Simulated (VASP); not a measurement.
SnTe (zincblende type): single point with LDA

Crystal: SnTe (zincblende type).

```xyz
2
Lattice="0.0000 3.2462 3.2462 3.2462 0.0000 3.2462 3.2462 3.2462 0.0000" Properties=species:S:1:pos:R:3 pbc="T T T"
Sn    0.0000    0.0000    0.0000
Te    1.6231    1.6231    1.6231
```

* Program: VASP 6.6.1
* Task: single point
* Functional: LDA
* Potentials or basis: VASP PAW LDA potentials, release 64 (Sn_d, Te)
* Cutoff: 520 eV
* k mesh: 12 × 12 × 12
* Occupations: fermi-dirac, width 0.1 eV
* Spin: no spin polarisation

| Item | Value |
| --- | --- |
| Pressure | 9.7 GPa |
| Band gap on the k mesh | zero (bands 10 and 11 overlap by 1.20 eV) |

Levels at points of the mesh, in eV from the Fermi level:
```csv
k point,band 6,band 7,band 8,band 9,band 10,band 11,band 12,band 13,band 14,band 15
"(0.00, 0.00, 0.00)",-13.54,-4.15,-2.66,-2.66,-2.66,0.72,0.72,0.72,3.93,6.53
"(0.50, 0.00, 0.00)",-12.50,-8.20,-3.48,-3.48,-2.30,1.68,1.68,4.35,5.78,7.20
"(0.50, 0.50, 0.00)",-12.04,-8.65,-4.50,-4.50,-0.94,-0.61,5.22,5.22,6.15,7.76
```

Wall time 93 s on 1 thread of Intel Xeon 8259CL, with other jobs on the host, peak memory 0.23 GiB.

Caveat: the cell stands under pressure; spin-orbit coupling is left out, which moves the levels of the heavy elements.
